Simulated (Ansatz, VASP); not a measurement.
# One calculation of SnTe, two programs

INCAR

```
  ALGO = Normal
  EDIFF = 1E-7
  EDIFFG = -0.01
  ENCUT = 600
  GGA = PS
  IBRION = 2
  ISIF = 3
  ISMEAR = -1
  LASPH = T
  LCHARG = F
  LREAL = F
  LWAVE = F
  NELM = 60
  NSW = 60
  PREC = Accurate
  SIGMA = 0.05
```

The input KPOINTS:

```
k-points
0
Gamma
  7 7 7
```

POSCAR

```
SnTe
1.0
    0.0000000000      3.6111460000      3.6111460000
    3.6111460000      0.0000000000      3.6111460000
    3.6111460000      3.6111460000      0.0000000000
Te Sn
1 1
Direct
    0.2500000000      0.2500000000      0.2500000000
    0.0000000000      0.0000000000      0.0000000000
```

The input input.yaml:

```yaml
crystal:
  lattice:
    - [0.0, 3.611146, 3.611146]
    - [3.611146, 0.0, 3.611146]
    - [3.611146, 3.611146, 0.0]
  atoms:
    - { symbol: Te, position: [0.25, 0.25, 0.25] }
    - { symbol: Sn, position: [0.0, 0.0, 0.0] }
hamiltonian:
  xc: pbesol
  pseudopotentials: { kind: paw }
kpoints:
  mp_grid: { grid: [7, 7, 7] }
scf:
  occupations: { method: fermi_dirac, width: 0.05 }
output:
  forces: true
  stress: true
  eigenvalues: true
relax:
  f_tol: 0.01
  max_steps: 40
  cell: { stress_tol: 0.05 }
```

Alike in both runs: task relaxation of cell and atoms; functional PBEsol; k mesh 7 × 7 × 7; occupations fermi-dirac, width 0.05 eV; no spin polarisation.

|  | VASP | Ansatz |
| --- | --- | --- |
| version | VASP 6.6.1 | Ansatz 0.2.0 |
| potentials or method | VASP PAW PBE potentials, release 64 (Te, Sn_d) | Ansatz PAW |
| plane-wave cutoff (eV) | 600 | 420 |
| valence electrons in the cell | 20 | 30 |

Ansatz gave:

| Property | Result |
| --- | --- |
| gap on the k mesh at the Fermi level, each at its own relaxed structure (eV) | 0.14 |
| relaxed volume (Å³/atom) | 44.43 |
| relaxed cell length with the largest relative difference (Å) | 5.009 |

What did VASP give for the same quantities?

gap on the k mesh at the Fermi level, each at its own relaxed structure (eV): 0.14; relaxed volume (Å³/atom): 44.47; relaxed cell length with the largest relative difference (Å): 5.010.

VASP's potentials were made for PBE, not for PBEsol. VASP's potentials hold 20 valence electrons a cell and Ansatz's 30, so a difference there can come from the potentials and not from the codes.

Neither program's run includes spin-orbit coupling. Noted on Ansatz's run: odd divisions of the mesh miss points on the zone boundary, where band edges often lie, so the gap on the mesh can be too wide; the plane-wave basis is chosen anew once the cell has moved, so the energies of steps on either side of that aren't comparable.
